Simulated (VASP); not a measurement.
# HgTe (F-43m) in VASP: further runs

Runs on HgTe. Level: PBEsol. Tasks: single point, relaxation of cell and atoms.

Program: VASP 6.6.1. These are calculated values, not measurements. Logs are shortened: lines on timing, memory, paths and dates and some standing lists are left out, and cuts for length are marked.

## (1) The cell of the first run

The structure is cubic, space group F-43m (No. 216). Conventional cell: a = 6.512 Å, b = 6.512 Å, c = 6.512 Å, α = 90.00°, β = 90.00°, γ = 90.00°. Hg (site symmetry -43m) has 4 Te at 2.82 Å within 3.7 Å. Within 3.7 Å of Te (site symmetry -43m) lie 4 Hg at 2.82 Å.

## (2) Single point, PBEsol

INCAR

```
SYSTEM = HgTe
PREC = Accurate
ENCUT = 520
EDIFF = 1E-7
ISMEAR = 0
SIGMA = 0.1
LREAL = .FALSE.
LASPH = .TRUE.
NELM = 80
ALGO = Normal
ISIF = 2
LWAVE = .FALSE.
LCHARG = .FALSE.
GGA = PS
NBANDS = 16
```

KPOINTS

```
Automatic mesh
0
G
  12 12 12
  0 0 0
```

POSCAR

```
HgTe
1.0
    0.0000000000      3.2558863061      3.2558863061
    3.2558863061      0.0000000000      3.2558863061
    3.2558863061      3.2558863061      0.0000000000
Hg Te
1 1
Direct
    0.0000000000      0.0000000000      0.0000000000
    0.2500000000      0.2500000000      0.2500000000
```

Potentials or basis: VASP PAW PBE potentials, release 64 (Hg, Te).

On the command line:

```bash
$ cat potpaw_PBE.64/Hg/POTCAR potpaw_PBE.64/Te/POTCAR > POTCAR
$ mpirun -np 1 vasp_std > vasp.out
```

OUTCAR:

```text
SYSTEM = HgTe
   PREC = Accurate
   ENCUT = 520
   EDIFF = 1E-7
   ISMEAR = 0
   LREAL = .FALSE.
   LASPH = .TRUE.
   NELM = 80
   ISIF = 2
   GGA = PS

 ion  position               nearest neighbor table
   1  0.000  0.000  0.000-   2 2.82   2 2.82   2 2.82   2 2.82
   2  0.250  0.250  0.250-   1 2.82   1 2.82   1 2.82   1 2.82

  LATTYP: Found a face centered cubic cell.
 ALAT       =     6.5117726122

  Lattice vectors:

 A1 = (   0.0000000000,   3.2558863061,   3.2558863061)
 A2 = (   3.2558863061,   0.0000000000,   3.2558863061)
 A3 = (   3.2558863061,   3.2558863061,   0.0000000000)

Analysis of symmetry for initial positions (statically):
=====================================================================
 Subroutine PRICEL returns:
 Original cell was already a primitive cell.

 Routine SETGRP: Setting up the symmetry group for a
 face centered cubic supercell.

 Subroutine GETGRP returns: Found 24 space group operations
 (whereof 24 operations were pure point group operations)
 out of a pool of 48 trial point group operations.

The static configuration has the point symmetry T_d .

Analysis of symmetry for dynamics (positions and initial velocities):
=====================================================================
 Subroutine PRICEL returns:
 Original cell was already a primitive cell.

 Routine SETGRP: Setting up the symmetry group for a
 face centered cubic supercell.

 Subroutine GETGRP returns: Found 24 space group operations
 (whereof 24 operations were pure point group operations)
 out of a pool of 48 trial point group operations.

The dynamic configuration has the point symmetry T_d .

 Subroutine INISYM returns: Found 24 space group operations
 (whereof 24 operations are pure point group operations),
 and found     1 'primitive' translations

----------------------------------------------------------------------------------------

                                     Primitive cell

  volume of cell :      69.0300

  direct lattice vectors                    reciprocal lattice vectors
     0.000000000  3.255886306  3.255886306    -0.153568016  0.153568016  0.153568016
     3.255886306  0.000000000  3.255886306     0.153568016 -0.153568016  0.153568016
     3.255886306  3.255886306  0.000000000     0.153568016  0.153568016 -0.153568016

  length of vectors
     4.604518572  4.604518572  4.604518572     0.265987606  0.265987606  0.265987606

  position of ions in fractional coordinates (direct lattice)
     0.000000000  0.000000000  0.000000000
     0.250000000  0.250000000  0.250000000

  ion indices of the primitive-cell ions
   primitive index   ion index
                 1           1
                 2           2

----------------------------------------------------------------------------------------

 KPOINTS: Automatic mesh

Automatic generation of k-mesh.
 Grid dimensions read from file:
 generate k-points for:   12   12   12

 Generating k-lattice:

  Cartesian coordinates                     Fractional coordinates (reciprocal lattice)
    -0.012797335  0.012797335  0.012797335     0.083333333  0.000000000  0.000000000
     0.012797335 -0.012797335  0.012797335     0.000000000  0.083333333  0.000000000
     0.012797335  0.012797335 -0.012797335     0.000000000  0.000000000  0.083333333

  Length of vectors
     0.022165634  0.022165634  0.022165634

  Shift w.r.t. Gamma in fractional coordinates (k-lattice)
     0.000000000  0.000000000  0.000000000

 Subroutine IBZKPT returns following result:
 ===========================================

 Found     72 irreducible k-points:

 Following reciprocal coordinates:
            Coordinates               Weight
  0.000000  0.000000  0.000000      1.000000
  0.083333  0.000000  0.000000      8.000000
  0.166667  0.000000  0.000000      8.000000
  0.250000  0.000000  0.000000      8.000000
  0.333333  0.000000  0.000000      8.000000
  0.416667  0.000000  0.000000      8.000000
[... 16 lines left out ...]
  0.500000  0.166667  0.000000     24.000000
 -0.416667  0.166667  0.000000     24.000000
 [... further k-points ...]
   k-points           NKPTS =     72   k-points in BZ     NKDIM =     72   number of bands    NBANDS=     16
   number of dos      NEDOS =    301   number of ions     NIONS =      2
   total plane-waves  NPLWV =  46656
   dimension x,y,z NGX =    36 NGY =   36 NGZ =   36
   dimension x,y,z NGXF=    72 NGYF=   72 NGZF=   72
   ions per type =               1   1
   NGX,Y,Z   is equivalent  to a cutoff of  13.00, 13.00, 13.00 a.u.
   NGXF,Y,Z  is equivalent  to a cutoff of  26.00, 26.00, 26.00 a.u.
 SYSTEM =  HgTe
   PREC   = accura    normal or accurate (medium, high low for compatibility)
   ISTART =      0    job   : 0-new  1-cont  2-samecut
   ICHARG =      2    charge: 1-file 2-atom 10-const
   ISPIN  =      1    spin polarized calculation?
   LNONCOLLINEAR =      F non collinear calculations
   LSORBIT =      F    spin-orbit coupling
   LASPH  =      T    aspherical Exc in radial PAW
   ENCUT  =  520.0 eV  38.22 Ry    6.18 a.u.   8.56  8.56  8.56*2*pi/ulx,y,z
   NELM   =     80;   NELMIN=  2; NELMDL= -5     # of ELM steps
   EDIFF  = 0.1E-06   stopping-criterion for ELM
   LREAL  =      F    real-space projection
   EDIFFG = 0.1E-05   stopping-criterion for IOM
   NSW    =      0    number of steps for IOM
   IBRION =     -1    ionic relax: 0-MD 1-quasi-New 2-CG
   NFREE  =      0    steps in history (QN), initial steepest desc. (CG)
   ISIF   =      2    stress and relaxation
   ISYM   =      2    0-nonsym 1-usesym 2-fastsym
   POTIM  = 0.5000    time-step for ionic-motion
   TEBEG  =    0.0;   TEEND  =   0.0 temperature during run
   PSTRESS=    0.0 pullay stress
   NELECT =      18.0000    total number of electrons
   NUPDOWN=      -1.0000    fix difference up-down
   EMIN   =  10.00;   EMAX   =-10.00  energy-range for DOS
   EFERMI =   0.00;   METHOD = LEGACY
   ISMEAR =     0;   SIGMA  =   0.10  broadening in eV -4-tet -1-fermi 0-gaus
   EFERMI_NEDOS =   21; number of points for ismear=-14 and -15
   IALGO  =     38    algorithm
   IMIX   =      4    mixing-type and parameters
     AMIX     =   0.40;   BMIX     =  1.00
     AMIX_MAG =   1.60;   BMIX_MAG =  1.00
  volume/ion in A,a.u.               =      34.51       232.92
  Fermi-wavevector in a.u.,A,eV,Ry     =   1.045891  1.976447 14.883250  1.093888
  Thomas-Fermi vector in A             =   2.180706
   LORBIT       =      0    0 simple, 1 ext, 2 COOP (PROOUT), +10 PAW based schemes
   GGA     = PS    functional components
   LHFCALC =     F    Hartree Fock is set to
   AEXX    =    0.0000 exact exchange contribution
   IVDW    =     0    specifies the selected vdW correction
   LEPSILON=     F    determine dielectric tensor
   LRPA    =     F    only Hartree local field effects (RPA)
 non-spin polarized calculation
 Gauss-broadening in eV      SIGMA  =   0.10
  energy-cutoff  :      520.00
  volume of cell :       69.03
 maximum number of plane-waves:      1880
 NGX is ok and might be reduce to    36
   NGX = 17   NGY = 17   NGZ = 17

 number of electron      18.0000002 magnetization

 Free energy of the ion-electron system (eV)
  ---------------------------------------------------
  ext. energy  EPLUGINS =         0.00000000
  ---------------------------------------------------
  free energy    TOTEN  =        -4.37737509 eV

  energy without entropy =       -4.37721871  energy(sigma->0) =       -4.37729690

 E-fermi :   2.7846     XC(G=0):  -8.8369

 val. band max:        2.7206405809   @ k =   0.0000   0.0000   0.0000
 cond. band min:       3.1095712506   @ k =   0.0833   0.0000   0.0000
 fundamental gap:      0.3889306697
 Fermi energy:         2.7846494351

 k-point     1 :       0.0000    0.0000    0.0000
  band No.  band energies     occupation
      1      -9.1461      2.00000
      2      -4.4967      2.00000
      3      -4.4967      2.00000
      4      -4.4967      2.00000
      5      -3.9873      2.00000
      6      -3.9873      2.00000
[... 8 lines left out ...]
     15      12.2263      0.00000
     16      12.2263      0.00000

 k-point     2 :       0.0833    0.0000    0.0000
  band No.  band energies     occupation
      1      -9.1124      2.00000
      2      -4.4873      2.00000
      3      -4.4873      2.00000
      4      -4.4853      2.00000
      5      -3.9885      2.00000
      6      -3.9885      2.00000
[... 8 lines left out ...]
     15      11.6552      0.00000
     16      11.6552      0.00000

 k-point     3 :       0.1667    0.0000    0.0000
  band No.  band energies     occupation
      1      -9.0180      2.00000
      2      -4.4621      2.00000
      3      -4.4621      2.00000
      4      -4.4424      2.00000
      5      -3.9901      2.00000
      6      -3.9901      2.00000
[... 8 lines left out ...]
     15      11.2263      0.00000
     16      11.2263      0.00000

 k-point     4 :       0.2500    0.0000    0.0000
  band No.  band energies     occupation
      1      -8.8839      2.00000
      2      -4.4301      2.00000
      3      -4.4301      2.00000
      4      -4.3446      2.00000
      5      -3.9885      2.00000
      6      -3.9885      2.00000
[... 8 lines left out ...]
     15      11.1669      0.00000
     16      11.1669      0.00000
[... 324 lines left out ...]
 k-point    22 :       0.4167    0.1667    0.0000
  band No.  band energies     occupation
      1      -8.6267      2.00000
      2      -4.3786      2.00000
      3      -4.3343      2.00000
      4      -4.1306      2.00000
      5      -3.9578      2.00000
      6      -3.9204      2.00000
[... 8 lines left out ...]
     15      12.0270      0.00000
     16      12.7890      0.00000

 k-point    23 :       0.5000    0.1667    0.0000
  band No.  band energies     occupation
      1      -8.5500      2.00000
      2      -4.3625      2.00000
      3      -4.3269      2.00000
      4      -4.0380      2.00000
      5      -3.9627      2.00000
      6      -3.7306      2.00000
[... 8 lines left out ...]
     15      12.2392      0.00000
     16      12.8168      0.00000

 k-point    24 :      -0.4167    0.1667    0.0000
  band No.  band energies     occupation
      1      -8.5400      2.00000
      2      -4.3564      2.00000
      3      -4.3338      2.00000
      4      -4.0038      2.00000
      5      -3.9770      2.00000
      6      -3.6823      2.00000
[... 8 lines left out ...]
     15      11.9912      0.00000
     16      12.1757      0.00000

 [... further k-points ...]

------------------------ aborting loop because EDIFF is reached ----------------------------------------

  FORCE on cell =-STRESS in cart. coord.  units (eV):
  Direction    XX          YY          ZZ          XY          YZ          ZX
  --------------------------------------------------------------------------------------
  -------------------------------------------------------------------------------------
  Total        0.0244874      0.0244874      0.0244874      0.0000000      0.0000000     -0.0000000
  in kB        0.5683497      0.5683497      0.5683497      0.0000000      0.0000000     -0.0000000
  external PRESSURE =       0.5683497 kB  Pullay stress =       0.0000000 kB

 VOLUME and BASIS-vectors are now :
 -----------------------------------------------------------------------------
  energy-cutoff  :      520.00
  volume of cell :       69.03
      direct lattice vectors                 reciprocal lattice vectors
     0.000000000  3.255886306  3.255886306    -0.153568016  0.153568016  0.153568016
     3.255886306  0.000000000  3.255886306     0.153568016 -0.153568016  0.153568016
     3.255886306  3.255886306  0.000000000     0.153568016  0.153568016 -0.153568016

 POSITION                                       TOTAL-FORCE (eV/Angst)
 -----------------------------------------------------------------------------------
      0.00000      0.00000      0.00000         0.000000      0.000000      0.000000
      1.62794      1.62794      1.62794        -0.000000     -0.000000     -0.000000
 -----------------------------------------------------------------------------------
    total drift:                               -0.000000     -0.000000     -0.000000

  FREE ENERGIE OF THE ION-ELECTRON SYSTEM (eV)
  ---------------------------------------------------
  free  energy   TOTEN  =        -4.3773750877 eV

  energy  without entropy=       -4.3772187075  energy(sigma->0) =       -4.37729690
```

Wall time 2.8 min (1 thread of AMD EPYC 7R13, shared host); peak memory 0.23 GiB.

Results:

* Free energy: -4.3774 eV
* Pressure: 0.1 GPa
* Band gap on the k mesh: zero (filled and empty bands touch)

Levels at points of the mesh, in eV from the Fermi level:
| k point | band 5 | band 6 | band 7 | band 8 | band 9 | band 10 | band 11 | band 12 | band 13 | band 14 |
| --- | --- | --- | --- | --- | --- | --- | --- | --- | --- | --- |
| (0.00, 0.00, 0.00) | -6.77 | -6.77 | -0.92 | -0.06 | -0.06 | -0.06 | 4.16 | 4.16 | 4.16 | 6.25 |
| (0.50, 0.00, 0.00) | -6.75 | -6.49 | -5.46 | -1.02 | -1.02 | 0.57 | 4.94 | 4.94 | 6.67 | 7.66 |
| (0.50, 0.50, 0.00) | -6.71 | -6.35 | -5.41 | -2.26 | -2.26 | 1.79 | 2.37 | 7.96 | 8.66 | 8.66 |

Caveat: the PAW data sets were made with another functional, which shifts forces and pressure a little; spin-orbit coupling is left out, which moves the levels of the heavy elements.

(Part 1 of 2 ends here.)
